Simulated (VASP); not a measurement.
Input of a VASP 6.6.1 run:

The input INCAR:

```
PREC = Accurate
ENCUT = 600
EDIFF = 1E-7
ISMEAR = -1
SIGMA = 0.05
LREAL = F
LASPH = T
NELM = 100
ALGO = Normal
ISIF = 3
LWAVE = F
LCHARG = F
GGA = PE
IBRION = 2
NSW = 60
EDIFFG = -0.01
```

The input KPOINTS:

```
Automatic mesh
0
Gamma
  12 12 6
```

The input POSCAR:

```
BN
1.0
    2.5539396017      0.0000000000      0.0000000000
   -1.2769698009      2.2117765748      0.0000000000
    0.0000000000      0.0000000000      4.2268550000
N B
2 2
Direct
    0.3333333333      0.6666666667      0.1252760000
    0.6666666667      0.3333333333      0.6252760000
    0.3333333333      0.6666666667      0.4997240000
    0.6666666667      0.3333333333      0.9997240000
```

Potentials or basis: VASP PAW PBE potentials, release 64 (N, B).

Run with:

```sh
$ cat potpaw_PBE.64/N/POTCAR potpaw_PBE.64/B/POTCAR > POTCAR
$ mpirun -np 1 vasp_std > vasp.out
```

Task: What does it give for the relaxed cell?

Result: a = 2.554 Å, b = 2.554 Å, c = 4.224 Å, α = 90.00°, β = 90.00°, γ = 120.00°.

Task: What does it give for the space group after relaxing (to 0.05 Å)?

Result: P6_3mc (No. 186).

Task: What does it give for the relaxed volume?

Result: 5.97 Å³/atom.

Task: Predict the band gap on the k mesh.

Result: 5.21 eV, indirect (least direct gap 8.24 eV).

Final structure:
```
CELL_PARAMETERS angstrom
2.55437 0.00000 0.00000
-1.27718 2.21215 0.00000
0.00000 0.00000 4.22439
ATOMIC_POSITIONS crystal
N 0.33333 0.66667 0.12519
N 0.66667 0.33333 0.62519
B 0.33333 0.66667 0.49981
B 0.66667 0.33333 0.99981
```

A k mesh can miss the band edges. PBE gaps usually lie below the measured ones, often by a third to a half.
